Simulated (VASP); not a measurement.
The system is SrO.

```
Sr O
1.0
     0.00000    2.56630    2.56630
     2.56630    0.00000    2.56630
     2.56630    2.56630    0.00000
Sr O
1 1
Direct
  0.50000 0.50000 0.50000
  0.00000 0.00000 0.00000
```

```yaml
Program: VASP 6.6.1
Task: relaxation of cell and atoms
Functional: BLYP
Dispersion: D4
Potentials_or_basis: VASP PAW PBE potentials, release 64 (Sr_sv, O)
Cutoff: 600 eV
k_mesh: 9 × 9 × 9
Occupations: fermi-dirac, width 0.05 eV
Spin: no spin polarisation
```

At the start: pressure 3.5 GPa; volume 16.90 Å³/atom.

Problem. Where does the relaxation end?

Solution. Over 3 steps the energy falls by 6.7 meV/atom and the volume is 17.54 Å³/atom (+3.8 %); space group Fm-3m (No. 225, to 0.05 Å).

Step by step:
```csv
step,energy change (eV),largest force (eV/Å),pressure (GPa),volume (Å³)
1,0.0000,0.0000,3.45,33.80
2,-0.0112,0.0000,-1.27,35.62
3,-0.0133,0.0000,-0.01,35.08
```

Final structure:
```yaml
crystal:
  lattice:
    - [0.00000, 2.59820, 2.59820]
    - [2.59820, 0.00000, 2.59820]
    - [2.59820, 2.59820, 0.00000]
  atoms:
    - { symbol: Sr, position: [0.50000, 0.50000, 0.50000] }
    - { symbol: O, position: [0.00000, 0.00000, 0.00000] }
```

Caveat: the PAW data sets were made with another functional, which shifts forces and pressure a little.
